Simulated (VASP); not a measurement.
# Fe (P6_3/mmc) in VASP: a series of runs

Runs on Fe. Level: PBEsol. Tasks: single point.

All numbers are computed with VASP 6.6.1; they aren't measurements. Logs are shortened: lines on timing, memory, paths and dates and some standing lists are left out, and cuts for length are marked.

## (1) The cell of the first run

The structure is hexagonal, space group P6_3/mmc (No. 194). The conventional cell has a = 2.482 Å, b = 2.482 Å, c = 7.991 Å, α = 90.00°, β = 90.00°, γ = 120.00°. Fe (site symmetry -3m) has 12 Fe at 2.46 to 2.48 Å within 3.2 Å. Within 3.2 Å of Fe (site symmetry -6m2) lie 12 Fe at 2.46 to 2.48 Å.

This isn't the form of Fe at room conditions, which is bcc.

## (2) Single point, PBEsol (10.66 Å³/atom)

Input file INCAR:

```
SYSTEM = Fe
PREC     = Accurate       ! precision mode
ENCUT    = 520            ! plane-wave cutoff, eV
EDIFF    = 1E-6           ! SCF threshold, eV
ISMEAR   = -1             ! smearing method
SIGMA    = 0.1            ! smearing width, eV
LREAL    = .False.        ! projectors in reciprocal space
LASPH    = .True.         ! aspherical terms in the spheres
NELM     = 100            ! most SCF steps
ALGO     = Normal         ! electronic algorithm
ISIF     = 2              ! what is computed and relaxed
LWAVE    = .False.        ! write WAVECAR
LCHARG   = .True.         ! write CHGCAR
GGA      = PS             ! functional
LELF     = .True.         ! ELF
LVHAR    = .True.       
NBANDS   = 24             ! bands
```

Input file KPOINTS:

```
Automatic mesh
0
Gamma
  20 20 6
  0 0 0
```

Input file POSCAR:

```
Fe
1.0
    2.4823548687      0.0000000000      0.0000000000
   -1.2411774344      2.1497823775      0.0000000000
    0.0000000000      0.0000000000      7.9906736014
Fe
4
Direct
    0.0000000000      1.0000000000      0.0000000000
    0.0000000000      1.0000000000      0.5000000000
    0.3333333333      0.6666666667      0.2500000000
    0.6666666667      0.3333333333      0.7500000000
```

Potentials or basis: VASP PAW PBE potentials, release 64 (Fe).

Run with:

```
$ cat potpaw_PBE.64/Fe/POTCAR > POTCAR
$ mpirun -np 1 vasp_std > vasp.out
```

OUTCAR:

```text
SYSTEM = Fe
   PREC = Accurate
   ENCUT = 520
   EDIFF = 1E-6
   ISMEAR = -1
   LREAL = .False.
   LASPH = .True.
   NELM = 100
   ISIF = 2
   GGA = PS

 ion  position               nearest neighbor table
   1  0.000  0.000  0.000-   3 2.46   4 2.46   4 2.46   3 2.46   4 2.46   3 2.46
   2  0.000  0.000  0.500-   3 2.46   4 2.46   4 2.46   3 2.46   4 2.46   3 2.46
   3  0.333  0.667  0.250-   1 2.46   2 2.46   1 2.46   2 2.46   1 2.46   2 2.46
   4  0.667  0.333  0.750-   1 2.46   2 2.46   1 2.46   2 2.46   1 2.46   2 2.46

  LATTYP: Found a hexagonal cell.
 ALAT       =     2.4823548687
 C/A-ratio  =     3.2189892356

  Lattice vectors:

 A1 = (   2.4823548687,   0.0000000000,   0.0000000000)
 A2 = (  -1.2411774344,   2.1497823775,   0.0000000000)
 A3 = (   0.0000000000,   0.0000000000,   7.9906736014)

Analysis of symmetry for initial positions (statically):
=====================================================================
 Subroutine PRICEL returns:
 Original cell was already a primitive cell.

 Routine SETGRP: Setting up the symmetry group for a
 hexagonal supercell.

 Subroutine GETGRP returns: Found 24 space group operations
 (whereof 12 operations were pure point group operations)
 out of a pool of 24 trial point group operations.

The static configuration has the point symmetry D_3d.
 The point group associated with its full space group is D_6h.

Analysis of symmetry for dynamics (positions and initial velocities):
=====================================================================
 Subroutine PRICEL returns:
 Original cell was already a primitive cell.

 Routine SETGRP: Setting up the symmetry group for a
 hexagonal supercell.

 Subroutine GETGRP returns: Found 24 space group operations
 (whereof 12 operations were pure point group operations)
 out of a pool of 24 trial point group operations.

The dynamic configuration has the point symmetry D_3d.
 The point group associated with its full space group is D_6h.

 Subroutine INISYM returns: Found 24 space group operations
 (whereof 12 operations are pure point group operations),
 and found     1 'primitive' translations

----------------------------------------------------------------------------------------

                                     Primitive cell

  volume of cell :      42.6424

  direct lattice vectors                    reciprocal lattice vectors
     2.482354869  0.000000000  0.000000000     0.402843289  0.232581681  0.000000000
    -1.241177434  2.149782377  0.000000000     0.000000000  0.465163363  0.000000000
     0.000000000  0.000000000  7.990673601     0.000000000  0.000000000  0.125145895

  length of vectors
     2.482354869  2.482354869  7.990673601     0.465163363  0.465163363  0.125145895

  position of ions in fractional coordinates (direct lattice)
     0.000000000  0.000000000  0.000000000
     0.000000000  0.000000000  0.500000000
     0.333333333  0.666666667  0.250000000
     0.666666667  0.333333333  0.750000000

  ion indices of the primitive-cell ions
   primitive index   ion index
                 1           1
                 2           2
                 3           3
                 4           4

----------------------------------------------------------------------------------------

 KPOINTS: Automatic mesh

Automatic generation of k-mesh.
 Grid dimensions read from file:
 generate k-points for:   20   20    6

 Generating k-lattice:

  Cartesian coordinates                     Fractional coordinates (reciprocal lattice)
     0.020142164  0.011629084  0.000000000     0.050000000  0.000000000  0.000000000
     0.000000000  0.023258168  0.000000000     0.000000000  0.050000000  0.000000000
     0.000000000  0.000000000  0.020857649     0.000000000  0.000000000  0.166666667

  Length of vectors
     0.023258168  0.023258168  0.020857649

  Shift w.r.t. Gamma in fractional coordinates (k-lattice)
     0.000000000  0.000000000  0.000000000

 Subroutine IBZKPT returns following result:
 ===========================================

 Found    176 irreducible k-points:

 Following reciprocal coordinates:
            Coordinates               Weight
  0.000000  0.000000  0.000000      1.000000
  0.050000  0.000000  0.000000      6.000000
  0.100000  0.000000  0.000000      6.000000
  0.150000  0.000000  0.000000      6.000000
  0.200000  0.000000  0.000000      6.000000
  0.250000  0.000000  0.000000      6.000000
[... 16 lines left out ...]
  0.200000  0.100000  0.000000     12.000000
  0.250000  0.100000  0.000000     12.000000
 [... further k-points ...]
   k-points           NKPTS =    176   k-points in BZ     NKDIM =    176   number of bands    NBANDS=     24
   number of dos      NEDOS =    301   number of ions     NIONS =      4
   total plane-waves  NPLWV =  19440
   dimension x,y,z NGX =    18 NGY =   18 NGZ =   60
   dimension x,y,z NGXF=    36 NGYF=   36 NGZF=  120
   ions per type =               4
   NGX,Y,Z   is equivalent  to a cutoff of  12.05, 12.05, 12.48 a.u.
   NGXF,Y,Z  is equivalent  to a cutoff of  24.11, 24.11, 24.97 a.u.
 SYSTEM =  Fe
   PREC   = accura    normal or accurate (medium, high low for compatibility)
   ISTART =      0    job   : 0-new  1-cont  2-samecut
   ICHARG =      2    charge: 1-file 2-atom 10-const
   ISPIN  =      1    spin polarized calculation?
   LNONCOLLINEAR =      F non collinear calculations
   LSORBIT =      F    spin-orbit coupling
   LASPH  =      T    aspherical Exc in radial PAW
   ENCUT  =  520.0 eV  38.22 Ry    6.18 a.u.   4.62  4.62 14.86*2*pi/ulx,y,z
   NELM   =    100;   NELMIN=  2; NELMDL= -5     # of ELM steps
   EDIFF  = 0.1E-05   stopping-criterion for ELM
   LREAL  =      F    real-space projection
   EDIFFG = 0.1E-04   stopping-criterion for IOM
   NSW    =      0    number of steps for IOM
   IBRION =     -1    ionic relax: 0-MD 1-quasi-New 2-CG
   NFREE  =      0    steps in history (QN), initial steepest desc. (CG)
   ISIF   =      2    stress and relaxation
   ISYM   =      2    0-nonsym 1-usesym 2-fastsym
   POTIM  = 0.5000    time-step for ionic-motion
   TEBEG  =    0.0;   TEEND  =   0.0 temperature during run
   PSTRESS=    0.0 pullay stress
   NELECT =      32.0000    total number of electrons
   NUPDOWN=      -1.0000    fix difference up-down
   EMIN   =  10.00;   EMAX   =-10.00  energy-range for DOS
   EFERMI =   0.00;   METHOD = LEGACY
   ISMEAR =    -1;   SIGMA  =   0.10  broadening in eV -4-tet -1-fermi 0-gaus
   EFERMI_NEDOS =   21; number of points for ismear=-14 and -15
   IALGO  =     38    algorithm
   IMIX   =      4    mixing-type and parameters
     AMIX     =   0.40;   BMIX     =  1.00
     AMIX_MAG =   1.60;   BMIX_MAG =  1.00
  volume/ion in A,a.u.               =      10.66        71.94
  Fermi-wavevector in a.u.,A,eV,Ry     =   1.487685  2.811316 30.112494  2.213206
  Thomas-Fermi vector in A             =   2.600814
   LORBIT       =      0    0 simple, 1 ext, 2 COOP (PROOUT), +10 PAW based schemes
   GGA     = PS    functional components
   LHFCALC =     F    Hartree Fock is set to
   AEXX    =    0.0000 exact exchange contribution
   IVDW    =     0    specifies the selected vdW correction
   LEPSILON=     F    determine dielectric tensor
   LRPA    =     F    only Hartree local field effects (RPA)
 non-spin polarized calculation
  energy-cutoff  :      520.00
  volume of cell :       42.64
 maximum number of plane-waves:      1172
   NGX =  9   NGY =  9   NGZ = 29

 number of electron      31.9999990 magnetization

 Free energy of the ion-electron system (eV)
  ---------------------------------------------------
  ext. energy  EPLUGINS =         0.00000000
  ---------------------------------------------------
  free energy    TOTEN  =       -35.38755688 eV

  energy without entropy =      -35.15022070  energy(sigma->0) =      -35.26888879

 E-fermi :   6.2287     XC(G=0): -13.6894

 val. band max:        6.2263784214   @ k =   0.0500   0.0500   0.1667
 cond. band min:       6.2295674759   @ k =   0.2500   0.2500   0.0000
 fundamental gap:      0.0031890545
 Fermi energy:         6.2287326201

 k-point     1 :       0.0000    0.0000    0.0000
  band No.  band energies     occupation
      1      -2.4537      2.00000
      2      -0.1348      2.00000
      3      -0.1273      2.00000
      4       1.5570      2.00000
      5       4.2111      2.00000
      6       4.2135      2.00000
[... 16 lines left out ...]
     23       7.0686      0.00045
     24       7.0686      0.00045

 k-point     2 :       0.0500    0.0000    0.0000
  band No.  band energies     occupation
      1      -2.3626      2.00000
      2      -0.0566      2.00000
      3      -0.0494      2.00000
      4       1.6203      2.00000
      5       4.1301      2.00000
      6       4.1752      2.00000
[... 16 lines left out ...]
     23       7.0752      0.00042
     24       7.6840      0.00000

 k-point     3 :       0.1000    0.0000    0.0000
  band No.  band energies     occupation
      1      -2.0931      2.00000
      2       0.1701      2.00000
      3       0.1763      2.00000
      4       1.8007      2.00000
      5       3.9465      2.00000
      6       4.0739      2.00000
[... 16 lines left out ...]
     23       7.0940      0.00035
     24       8.5896      0.00000

 k-point     4 :       0.1500    0.0000    0.0000
  band No.  band energies     occupation
      1      -1.6569      2.00000
      2       0.5186      2.00000
      3       0.5229      2.00000
      4       2.0674      2.00000
      5       3.7378      2.00000
      6       3.9307      2.00000
[... 16 lines left out ...]
     23       7.1222      0.00026
     24       9.5795      0.00000

 k-point     5 :       0.2000    0.0000    0.0000
  band No.  band energies     occupation
      1      -1.0759      2.00000
      2       0.9341      2.00000
      3       0.9355      2.00000
      4       2.3563      2.00000
      5       3.5561      2.00000
      6       3.7144      2.00000
[... 451 lines left out ...]
 k-point    22 :       0.1500    0.1000    0.0000
  band No.  band energies     occupation
      1      -0.8307      2.00000
      2       1.1127      2.00000
      3       1.1140      2.00000
      4       2.5003      2.00000
      5       3.4895      2.00000
      6       3.6339      2.00000
[... 16 lines left out ...]
     23       7.3754      0.00002
     24      11.0388      0.00000

 k-point    23 :       0.2000    0.1000    0.0000
  band No.  band energies     occupation
      1      -0.1531      2.00000
      2       1.4882      2.00000
      3       1.4883      2.00000
      4       2.7054      2.00000
      5       3.3248      2.00000
      6       3.4146      2.00000
[... 16 lines left out ...]
     23       7.5619      0.00000
     24      12.0953      0.00000

 k-point    24 :       0.2500    0.1000    0.0000
  band No.  band energies     occupation
      1       0.5704      2.00000
      2       1.7347      2.00000
      3       1.7479      2.00000
      4       2.7109      2.00000
      5       3.1156      2.00000
      6       3.4501      2.00000
[... 16 lines left out ...]
     23       7.8075      0.00000
     24      13.2078      0.00000

 [... further k-points ...]
[... 5 lines left out ...]
  --------------------------------------------------------------------------------------
  -------------------------------------------------------------------------------------
  Total       -5.4842725     -5.4842725     -5.6002742      0.0000000      0.0000000      0.0000000
  in kB     -206.0572274   -206.0572274   -210.4156890      0.0000000      0.0000000      0.0000000
  external PRESSURE =    -207.5100480 kB  Pullay stress =       0.0000000 kB

 VOLUME and BASIS-vectors are now :
 -----------------------------------------------------------------------------
  energy-cutoff  :      520.00
  volume of cell :       42.64
      direct lattice vectors                 reciprocal lattice vectors
     2.482354869  0.000000000  0.000000000     0.402843289  0.232581681  0.000000000
    -1.241177434  2.149782377  0.000000000     0.000000000  0.465163363  0.000000000
     0.000000000  0.000000000  7.990673601     0.000000000  0.000000000  0.125145895

 POSITION                                       TOTAL-FORCE (eV/Angst)
 -----------------------------------------------------------------------------------
      0.00000      0.00000      0.00000        -0.000000      0.000000     -0.000000
      0.00000      0.00000      3.99534        -0.000000      0.000000     -0.000000
     -0.00000      1.43319      1.99767        -0.000000      0.000000      0.000000
      1.24118      0.71659      5.99301         0.000000     -0.000000     -0.000000
 -----------------------------------------------------------------------------------
    total drift:                                0.000000     -0.000000      0.000000

  FREE ENERGIE OF THE ION-ELECTRON SYSTEM (eV)
  ---------------------------------------------------
  free  energy   TOTEN  =       -35.3875568803 eV

  energy  without entropy=      -35.1502207048  energy(sigma->0) =      -35.26888879
```

Wall time 2.1 min (1 thread of Intel Xeon Platinum 8375C at 2.90GHz (Ice Lake), shared host); peak memory 0.25 GiB.

Results:

- Free energy: -35.3876 eV
- Pressure: -20.8 GPa
- Band gap on the k mesh: zero (bands 16 and 17 overlap by 1.59 eV)

Stress tensor (GPa, compression positive):
```
-20.61   0.00   0.00
  0.00 -20.61   0.00
  0.00   0.00 -21.04
```

Caveat: the cell stands under tension; the PAW data sets were made with another functional, which shifts forces and pressure a little; the run has no spin polarisation, though such a crystal can be magnetic. Spin polarisation is off, so any magnetic state and its effect on volume and gap are missing.

(Continued in part 2 of 2.)
